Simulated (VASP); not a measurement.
Mg2Si3N3, 8 atoms in the cell. Symmetry: P-62m, No. 189, hexagonal system. The conventional cell has a = 6.481 Å, b = 6.481 Å, c = 2.741 Å, α = 90.00°, β = 90.00°, γ = 120.00°. Mg (site symmetry -6) has 6 N at 2.43 Å and 3 Si at 2.68 Å and 2 Mg at 2.74 Å within 3.2 Å. Si (site symmetry m2m) has 2 N at 1.81 Å and 2 Si at 2.29 Å within 2.4 Å. Within 2.5 Å of N (site symmetry m2m) lie 2 Si at 1.81 Å and 4 Mg at 2.43 Å. 

* Program: VASP 6.6.1
* Task: relaxation of cell and atoms
* Functional: PBE
* Potentials or basis: VASP PAW PBE potentials, release 64 (Mg, Si, N)
* Cutoff: 600 eV
* k mesh: 3 × 3 × 6
* Occupations: gaussian, width 0.1 eV
* Spin: no spin polarisation
* Dipole correction: no
* Further INCAR settings: ALGO = Normal; EDIFF = 1e-07; IBRION = 2; EDIFFG = -0.04; NSW = 90; ISIF = 3

Potentials or basis: VASP PAW PBE potentials, release 64 (Mg, Si, N).

Run with:

```sh
$ cat potpaw_PBE.64/Mg/POTCAR potpaw_PBE.64/Si/POTCAR potpaw_PBE.64/N/POTCAR > POTCAR
$ mpirun -np 1 vasp_std > vasp.out
```

Hardware: 1 thread of Intel(R) Xeon(R) 6975P-C (Granite Rapids) (shared host).

Q: How long does it take, and how much memory?

A: It took 74 s on 1 thread of Intel(R) Xeon(R) 6975P-C (Granite Rapids), on a shared host, peak memory 0.26 GiB. Counts: scf iterations 59, k points 12, ion steps 6.
